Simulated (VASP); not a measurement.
# SiNi: single point with PBE

Crystal: SiNi.

```
Si Ni
1.0
    -5.15409    0.00000    0.00000
     0.00000   -3.37549    0.00000
     0.00000    0.00000   11.73943
Si Ni
8 8
Direct
  0.67875 0.25000 0.51895
  0.67875 0.25000 0.04025
  0.82125 0.75000 0.75830
  0.82125 0.75000 0.27960
  0.17875 0.25000 0.67781
  0.17875 0.25000 0.19910
  0.32125 0.75000 0.91716
  0.32125 0.75000 0.43846
  0.99178 0.75000 0.56893
  0.99178 0.75000 0.09023
  0.50822 0.25000 0.80829
  0.50822 0.25000 0.32958
  0.49178 0.75000 0.62783
  0.49178 0.75000 0.14912
  0.00822 0.25000 0.86718
  0.00822 0.25000 0.38847
```

This cell differs from its parent crystal: the distance across one plane changed.

* Program: VASP 6.6.1
* Task: single point
* Functional: PBE
* Potentials or basis: VASP PAW PBE potentials, release 64 (Si, Ni)
* Cutoff: 520 eV
* k mesh: 8 × 11 × 4
* Occupations: gaussian, width 0.15 eV
* Spin: no spin polarisation

The pressure is -3.9 GPa, the largest force is 1.125 eV/Å and the band gap on the k mesh is zero (bands 56 and 57 overlap by 1.90 eV).

Forces in eV/Å, atoms in the order of the input:
```
Si  -0.001  0.000  0.020
Si  -0.341  0.000 -1.072
Si   0.082  0.000  0.267
Si   0.077  0.000 -0.163
Si  -0.077  0.000  0.163
Si  -0.082  0.000 -0.267
Si   0.341  0.000  1.072
Si   0.001  0.000 -0.020
Ni   0.011  0.000  0.040
Ni  -0.228  0.000 -0.812
Ni  -0.068  0.000  0.619
Ni  -0.015  0.000  0.025
Ni   0.015  0.000 -0.025
Ni   0.068  0.000 -0.619
Ni   0.228  0.000  0.812
Ni  -0.011  0.000 -0.040
```

Stress tensor (GPa, compression positive):
```
-2.34  0.00 -0.70
 0.00 -2.24  0.00
-0.70  0.00 -7.20
```

Levels at points of the mesh, in eV from the Fermi level:
```csv
k point,band 53,band 54,band 55,band 56,band 57,band 58,band 59,band 60
"(0.00, 0.00, 0.00)",-0.85,-0.79,-0.41,-0.36,0.55,0.79,0.99,1.22
"(0.50, 0.00, 0.00)",0.62,0.75,1.15,1.15,1.27,1.32,2.07,2.20
"(0.00, 0.00, 0.50)",-0.88,-0.74,-0.41,0.07,0.70,0.80,1.45,1.89
"(0.50, 0.00, 0.50)",1.01,1.09,1.12,1.19,1.45,1.48,1.82,1.97
```

It took 77 min on 1 thread of AMD EPYC 9755 128-Core Processor, with other jobs on the host, peak memory 0.9 GiB.

Caveat: the cell differs from its parent crystal (the distance across one plane changed); the cell stands under tension; forces of over 1 eV/Å act on the atoms, so gaps and moduli don't describe the material at rest. Spin polarisation is off, so any magnetic state and its effect on volume and gap are missing.
